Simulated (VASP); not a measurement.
# Al2Cu (P4/mmm) in VASP: settings compared, part 2 of 2

VASP 6.6.1. The steps go on from the part before.

## Step 5: Single point, PBEsol

This run uses another cell than the first one, of 17.57 Å³/atom, 1.082 times its volume.

INCAR

```
  ALGO = Fast
  EDIFF = 1E-6
  ENCUT = 520
  GGA = PS
  ISIF = 2
  ISMEAR = -1
  LASPH = True
  LCHARG = True
  LELF = True
  LREAL = False
  LVHAR = True
  LWAVE = False
  NBANDS = 16
  NELM = 60
  PREC = Accurate
  SIGMA = 0.05
```

KPOINTS

```
k-points
0
Gamma
  5 5 8
```

POSCAR

```
Al2Cu
1.0
    4.2693892800      0.0000000000      0.0000000000
    0.0000000000      4.2693892800      0.0000000000
    0.0000000000      0.0000000000      2.8913130000
Cu Al
1 2
Direct
    0.0000000000      0.0000000000      0.0000000000
    0.0000000000      0.5000000000      0.5000000000
    0.5000000000      0.0000000000      0.5000000000
```

Potentials or basis: VASP PAW PBE potentials, release 64 (Cu, Al).

The run is started by

```bash
> cat potpaw_PBE.64/Cu/POTCAR potpaw_PBE.64/Al/POTCAR > POTCAR
> mpirun -np 1 vasp_std > vasp.out
```

OUTCAR:

```text
EDIFF = 1E-6
   ENCUT = 520
   GGA = PS
   ISIF = 2
   ISMEAR = -1
   LASPH = True
   LREAL = False
   NELM = 60
   PREC = Accurate

 ion  position               nearest neighbor table
   1  0.000  0.000  0.000-   2 2.58   3 2.58   2 2.58   3 2.58   2 2.58   2 2.58   3 2.58   3 2.58

   2  0.000  0.500  0.500-   1 2.58   1 2.58   1 2.58   1 2.58   3 3.02   3 3.02   3 3.02   3 3.02

   3  0.500  0.000  0.500-   1 2.58   1 2.58   1 2.58   1 2.58   2 3.02   2 3.02   2 3.02   2 3.02

  LATTYP: Found a simple tetragonal cell.
 ALAT       =     4.2693892800
 C/A-ratio  =     0.6772193422

  Lattice vectors:

 A1 = (   4.2693892800,   0.0000000000,   0.0000000000)
 A2 = (   0.0000000000,   4.2693892800,   0.0000000000)
 A3 = (   0.0000000000,   0.0000000000,   2.8913130000)

Analysis of symmetry for initial positions (statically):
=====================================================================
 Subroutine PRICEL returns:
 Original cell was already a primitive cell.

 Routine SETGRP: Setting up the symmetry group for a
 simple tetragonal supercell.

 Subroutine GETGRP returns: Found 16 space group operations
 (whereof 16 operations were pure point group operations)
[... 163 lines left out ...]
  free energy    TOTEN  =       -12.42902545 eV

  energy without entropy =      -12.41807839  energy(sigma->0) =      -12.42355192

 E-fermi :   6.3522     XC(G=0): -10.1653

 val. band max:        6.3343263151   @ k =   0.2000   0.0000   0.5000
 cond. band min:       6.3736060034   @ k =   0.4000   0.2000   0.2500
 fundamental gap:      0.0392796883
 Fermi energy:         6.3522187445

 k-point     1 :       0.0000    0.0000    0.0000
  band No.  band energies     occupation
      1      -3.7375      2.00000
      2       1.1025      2.00000
      3       1.7123      2.00000
      4       2.3268      2.00000
      5       2.5462      2.00000
      6       2.5462      2.00000
[... 433 lines left out ...]
      3       1.8317      2.00000
      4       2.2175      2.00000
      5       2.2232      2.00000
      6       2.4803      2.00000
[... 8 lines left out ...]
     15      16.2971      0.00000
     16      16.6196      0.00000

 [... further k-points ...]
[... 5 lines left out ...]
  --------------------------------------------------------------------------------------
  -------------------------------------------------------------------------------------
  Total       -2.3155584     -2.3155584     -3.3233667      0.0000000      0.0000000      0.0000000
  in kB      -70.3946570    -70.3946570   -101.0327636      0.0000000      0.0000000      0.0000000
  external PRESSURE =     -80.6073592 kB  Pullay stress =       0.0000000 kB

 VOLUME and BASIS-vectors are now :
 -----------------------------------------------------------------------------
  energy-cutoff  :      520.00
  volume of cell :       52.70
      direct lattice vectors                 reciprocal lattice vectors
     4.269389280  0.000000000  0.000000000     0.234225538  0.000000000  0.000000000
     0.000000000  4.269389280  0.000000000     0.000000000  0.234225538  0.000000000
     0.000000000  0.000000000  2.891313000     0.000000000  0.000000000  0.345863627

 POSITION                                       TOTAL-FORCE (eV/Angst)
 -----------------------------------------------------------------------------------
      0.00000      0.00000      0.00000         0.000000      0.000000      0.000000
      0.00000      2.13469      1.44566         0.000000      0.000000      0.000000
      2.13469      0.00000      1.44566         0.000000      0.000000      0.000000
 -----------------------------------------------------------------------------------
    total drift:                                0.000000     -0.000000      0.000000

  FREE ENERGIE OF THE ION-ELECTRON SYSTEM (eV)
  ---------------------------------------------------
  free  energy   TOTEN  =       -12.4290254527 eV

  energy  without entropy=      -12.4180783876  energy(sigma->0) =      -12.42355192
```

stdout:

```text
POSCAR found type information on POSCAR CuAl
 POSCAR found :  2 types and       3 ions
 scaLAPACK will be used
 -----------------------------------------------------------------------------
|                                                                             |
|                                                                             |
|     You enforced a specific xc type in the INCAR file but a different       |
|     I HOPE YOU KNOW WHAT YOU ARE DOING!                                     |
|                                                                             |
 -----------------------------------------------------------------------------

 LDA part: xc-table for (Slater+PW92), standard interpolation
 POSCAR, INCAR and KPOINTS ok, starting setup
 FFT: planning ... GRIDC
 FFT: planning ... GRID_SOFT
 FFT: planning ... GRID
 WAVECAR not read
 entering main loop
```

Run time: 70 s. Hardware: 1 thread of AMD EPYC 7R13, shared host; peak memory 0.14 GiB.

What came out:

```
Free energy : -12.4290 eV
Pressure    : -8.1 GPa
```

Stress tensor (GPa, compression positive):
```
 -7.04   0.00   0.00
  0.00  -7.04   0.00
  0.00   0.00 -10.10
```

Levels at points of the mesh, in eV from the Fermi level:
```tsv
k point	band 6	band 7	band 8	band 9	band 10	band 11
(0.00, 0.00, 0.00)	-3.81	-2.42	-2.42	-0.66	0.70	5.33
(0.00, 0.00, 0.50)	-3.85	-2.81	2.00	2.40	2.40	2.67
```

Caveat: the PAW data sets were made with another functional, which shifts forces and pressure a little.

## Step 6: Single point, PBEsol

This run uses another cell than the first one, of 14.97 Å³/atom, 0.922 times its volume.

INCAR

```
PREC = Accurate
ENCUT = 520
EDIFF = 1E-6
ISMEAR = -1
SIGMA = 0.05
LREAL = False
LASPH = True
NELM = 100
ALGO = Fast
ISIF = 2
LWAVE = False
LCHARG = False
GGA = PS
NBANDS = 16
```

KPOINTS

```
Automatic mesh
0
Gamma
  6 6 8
```

POSCAR

```
Al2Cu
1.0
    3.9409747200      0.0000000000      0.0000000000
    0.0000000000      3.9409747200      0.0000000000
    0.0000000000      0.0000000000      2.8913130000
Cu Al
1 2
Direct
    0.0000000000      0.0000000000      0.0000000000
    0.0000000000      0.5000000000      0.5000000000
    0.5000000000      0.0000000000      0.5000000000
```

Potentials or basis: VASP PAW PBE potentials, release 64 (Cu, Al).

The run is started by

```bash
> cat potpaw_PBE.64/Cu/POTCAR potpaw_PBE.64/Al/POTCAR > POTCAR
> mpirun -np 1 vasp_std > vasp.out
```

Run time: 97 s. Hardware: 1 thread of AMD EPYC 7R13, shared host; peak memory 0.14 GiB.

It converged, with:

```yaml
Free_energy: -12.4794 eV
Pressure: 7.2 GPa
```

Stress tensor (GPa, compression positive):
```
8.61 0.00 0.00
0.00 8.61 0.00
0.00 0.00 4.44
```

Levels at points of the mesh, in eV from the Fermi level:
```tsv
k point	band 7	band 8	band 9	band 10	band 11	band 12
(0.00, 0.00, 0.00)	-2.34	-2.34	0.54	0.98	5.38	7.00
(0.50, 0.00, 0.00)	-4.39	-0.90	1.83	2.05	2.59	6.89
(0.50, 0.50, 0.00)	-4.43	-4.39	-2.56	8.73	8.73	8.81
(0.00, 0.00, 0.50)	-3.33	2.61	2.61	2.79	2.79	2.97
(0.50, 0.00, 0.50)	-3.34	-2.78	-1.90	3.75	4.20	4.56
(0.50, 0.50, 0.50)	-2.37	-2.37	-1.28	-1.11	0.04	0.04
```

Caveat: the PAW data sets were made with another functional, which shifts forces and pressure a little.

## Step 7: Summary

| task | level | cell | k mesh | cutoff (eV) | gap on the mesh (eV) | pressure (GPa) | relaxed volume (Å³/atom) |
| --- | --- | --- | --- | --- | --- | --- | --- |
| relaxation of cell and atoms | PBEsol | relaxed from a = 4.105, b = 4.105, c = 2.891 Å, 3 atoms | 7 × 7 × 9 | 600 | none | 0.0 | 15.89 |
| relaxation of cell and atoms | RPBE | relaxed from a = 4.105, b = 4.105, c = 2.891 Å, 3 atoms | 7 × 7 × 9 | 600 | none | 0.0 | 16.76 |
| relaxation of cell and atoms | revPBE | relaxed from a = 4.105, b = 4.105, c = 2.891 Å, 3 atoms | 7 × 7 × 9 | 600 | none | 0.0 | 16.67 |
| single point | PBEsol | a = 4.269, b = 4.269, c = 2.891 Å, 3 atoms | 5 × 5 × 8 | 520 | none | -8.1 | - |
| single point | PBEsol | a = 3.941, b = 3.941, c = 2.891 Å, 3 atoms | 6 × 6 × 8 | 520 | none | 7.2 | - |

Alike in all rows: potentials or basis VASP PAW PBE potentials, release 64 (Cu, Al); no spin polarisation; smearing fermi-dirac 0.05 eV.

Caveats: the PAW data sets were made with another functional, which shifts forces and pressure a little.

Total energies depend on the potentials used, so only differences within one code and one set of settings carry meaning.
